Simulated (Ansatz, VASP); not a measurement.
**One calculation of Sn, two programs**

```
Sn
1.0
    -1.84259    1.84259    1.84259
     1.84259   -1.84259    1.84259
     1.84259    1.84259   -1.84259
Sn
1
Direct
  0.00000 0.00000 0.00000
```

Alike in both runs: task single point; functional PBEsol; k mesh 13 × 13 × 13; occupations fermi-dirac, width 0.1 eV; no spin polarisation.

|  | VASP | Ansatz |
| --- | --- | --- |
| version | VASP 6.6.1 | Ansatz 0.2.0 |
| potentials or method | VASP PAW PBE potentials, release 64 (Sn_d), cutoff 520 eV | plane waves (420 eV) with PAW, scalar-relativistic |
| valence electrons in the cell | 14 | 14 |

|  | VASP | Ansatz | Ansatz less VASP |
| --- | --- | --- | --- |
| pressure (GPa) | 2.8 | 2.8 | +0.05 |

VASP's potentials were made for PBE, not for PBEsol, and Ansatz warns of the same on its side.
